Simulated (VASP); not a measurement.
Crystal: La5Lu2F.

```xyz
8
Lattice="3.6000 0.0000 0.0000 -1.8000 3.1177 0.0000 0.0000 0.0000 18.1000" Properties=species:S:1:pos:R:3 pbc="T T T"
La    0.0000    0.0000    3.8788
La    1.8000    1.0392   16.8077
La    0.0000    2.0785    1.2923
La    0.0000    0.0000   14.2212
La    0.0000    0.0000    9.0500
Lu    1.8000    1.0392    6.4635
Lu    0.0000    2.0785   11.6365
F     0.0000    0.0000    0.0000
```

This cell differs from its parent crystal: with an interstitial atom.

```yaml
Program: VASP 6.6.1
Task: relaxation of cell and atoms
Functional: PBE
Potentials_or_basis: VASP PAW PBE potentials, release 64 (La, Lu, F)
Cutoff: 600 eV
k_mesh: 5 × 5 × 1
Occupations: gaussian, width 0.2 eV
Spin: no spin polarisation
```

At the start: pressure 11.5 GPa; volume 25.39 Å³/atom.

Problem. How do energy, volume and symmetry change on relaxing?

Solution. Over 16 steps the energy falls by 247.3 meV/atom and the volume is 31.51 Å³/atom (+24.1 %); space group P-3m1 (No. 164, to 0.1 Å) before and after.

Step by step:
```csv
step,energy change (eV),largest force (eV/Å),pressure (GPa),volume (Å³)
1,0.0000,1.8506,11.48,203.15
2,-1.7848,0.4773,-1.30,261.20
3,-1.8129,0.4820,-0.32,253.25
4,-1.8126,0.4814,-0.46,254.33
5,-1.8933,0.3630,-0.29,253.09
6,-1.9149,0.2823,-0.11,251.98
7,-1.9261,0.2515,0.05,251.00
8,-1.9455,0.1509,0.52,248.14
9,-1.9474,0.1312,0.69,246.97
10,-1.9536,0.1336,0.57,247.70
11,-1.9658,0.1368,0.29,249.75
12,-1.9684,0.1468,-0.29,253.87
13,-1.9708,0.1428,-0.07,252.17
14,-1.9736,0.1264,-0.05,252.16
15,-1.9780,0.0816,-0.06,252.12
16,-1.9783,0.0683,-0.07,252.11
```

Final structure:
```cif
data_structure
_symmetry_space_group_name_H-M 'P 1'
_symmetry_Int_Tables_number 1
_cell_length_a 3.7455
_cell_length_b 3.7455
_cell_length_c 20.7511
_cell_angle_alpha 90.000
_cell_angle_beta 90.000
_cell_angle_gamma 120.000
_cell_volume 252.11
loop_
_atom_site_label
_atom_site_type_symbol
_atom_site_fract_x
_atom_site_fract_y
_atom_site_fract_z
_atom_site_occupancy
La1 La 0.00000 0.00000 0.22594 1
La2 La 0.66667 0.33333 0.92436 1
La3 La 0.33333 0.66667 0.07564 1
La4 La 0.00000 0.00000 0.77406 1
La5 La 0.00000 0.00000 0.50000 1
Lu1 Lu 0.66667 0.33333 0.36151 1
Lu2 Lu 0.33333 0.66667 0.63849 1
F1 F 0.00000 0.00000 0.00000 1
```

Caveat: the k points lie up to 0.39 Å⁻¹ apart in the final cell, too coarse for converged energies and pressures of a metal; the cell differs from its parent crystal (with an interstitial atom); the volume moved by over 15 % at a fixed basis, so the end points are rough; the relaxation stopped at a loose force limit of 0.08 eV/Å, so its end isn't a converged minimum.
